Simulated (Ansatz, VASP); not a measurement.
One calculation of TaN, two programs

```xyz
6
Lattice="5.0754 0.0000 0.0000 -2.5377 4.3955 0.0000 0.0000 0.0000 3.0953" Properties=species:S:1:pos:R:3 pbc="T T T"
Ta    0.0000    0.0000    0.0000
Ta    0.0000    2.9303    1.5477
Ta    2.5377    1.4652    1.5477
N     2.5377    0.0000    0.0000
N     1.2689    2.1977    0.0000
N    -1.2689    2.1977    0.0000
```

Alike in both runs: task single point; functional PBEsol; k mesh 12 × 12 × 18; occupations tetrahedron; no spin polarisation.

|  | VASP | Ansatz |
| --- | --- | --- |
| version | VASP 6.6.1 | Ansatz 0.2.0 |
| potentials or method | VASP PAW PBE potentials, release 64 (Ta_pv, N) | scalar-relativistic, plane waves, PAW |
| plane-wave cutoff (eV) | 520 | 420 |
| valence electrons in the cell | 48 | 54 |

```tsv
	VASP	Ansatz	Ansatz less VASP
gap on the k mesh at the Fermi level (eV)	none	none	-
pressure (GPa)	-9.1	-9.9	-0.78
traceless stress, the component that is largest in VASP (GPa)	-21.39	-21.57	-0.177
```

VASP's potentials were made for PBE, not for PBEsol. A gap of «none» marks a metal or a gap that the smearing closes. VASP's potentials hold 48 valence electrons a cell and Ansatz's 54, so a difference there can come from the potentials and not from the codes. Ansatz's warnings: band table not solved further, tetrahedron derivatives may miss energy slope.

Neither program's run includes spin-orbit coupling.
